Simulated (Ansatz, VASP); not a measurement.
**One calculation of C, two programs**

```
CELL_PARAMETERS angstrom
0.00000 1.78350 1.78350
1.78350 0.00000 1.78350
1.78350 1.78350 0.00000
ATOMIC_POSITIONS crystal
C 0.00000 0.00000 0.00000
C 0.25000 0.25000 0.25000
```

Alike in both runs: task relaxation of cell and atoms; functional PBE; k mesh 12 × 12 × 12; occupations gaussian, width 0.02 eV; no spin polarisation.

```csv
,VASP,Ansatz
version,VASP 6.6.1,Ansatz 0.2.0
potentials or method,"VASP PAW PBE potentials, release 64 (C), cutoff 600 eV","scalar-relativistic, plane waves, PAW"
valence electrons in the cell,8,8
```

|  | VASP | Ansatz | Ansatz less VASP |
| --- | --- | --- | --- |
| gap on the k mesh at the Fermi level, each at its own relaxed structure (eV) | 4.14 | 4.15 | +0.006 |
| relaxed volume (Å³/atom) | 5.69 | 5.70 | 0.000 |
| relaxed cell length with the largest relative difference (Å) | 2.525 | 2.526 | 0.0000 |
